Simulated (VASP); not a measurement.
Set up this calculation in VASP 6.6.1, as the native input.

```yaml
Task: single point
Functional: PBE
Potentials_or_basis: VASP PAW PBE potentials, release 64 (Co)
Cutoff: 600 eV
k_mesh: 11 × 11 × 11
Occupations: fermi-dirac, width 0.05 eV
Spin: collinear spin
Starting_moments: "[0.0, 3.0] μB"
Dipole_correction: no
Further_INCAR_settings: ALGO = Normal; EDIFF = 1e-06; NBANDS = 20
```

The structure of Co lies in POSCAR:

```
Co
1.0
    3.6280000000      1.8140000000      1.8140000000
    1.8140000000      3.6280000000      1.8140000000
    1.8140000000      1.8140000000      3.6280000000
Co
2
Direct
    0.0000000000      0.0000000000      0.0000000000
    0.5000000000      0.5000000000      0.5000000000
```

This isn't the form of Co at room conditions, which is hcp.

The input as run:

INCAR

```
PREC = Accurate
ENCUT = 600
EDIFF = 1E-6
ISMEAR = -1
SIGMA = 0.05
LREAL = False
LASPH = True
NELM = 200
ALGO = Normal
ISIF = 2
LWAVE = False
LCHARG = True
ISPIN = 2
MAGMOM = 0 3
LORBIT = 11
LMAXMIX = 4
GGA = PE
LELF = True
LVHAR = True
NBANDS = 20
GGA_COMPAT = False
```

KPOINTS

```
regular mesh
0
Gamma
  11 11 11
```

Potentials or basis: VASP PAW PBE potentials, release 64 (Co).

Launch:

```sh
$ cat potpaw_PBE.64/Co/POTCAR > POTCAR
$ mpirun -np 1 vasp_std > vasp.out
```

It gave:

The pressure is -15.8 GPa. The net moment is 3.38 μB per cell, the site moments are Co +1.73 μB and the valence electrons inside the program's atomic spheres are Co 8.10.

Caveat: the cell stands under tension.

Run time: 11 min on 1 thread of Intel(R) Xeon(R) Platinum 8375C CPU @ 2.90GHz (Ice Lake), with other jobs on the host, peak memory 0.32 GiB.
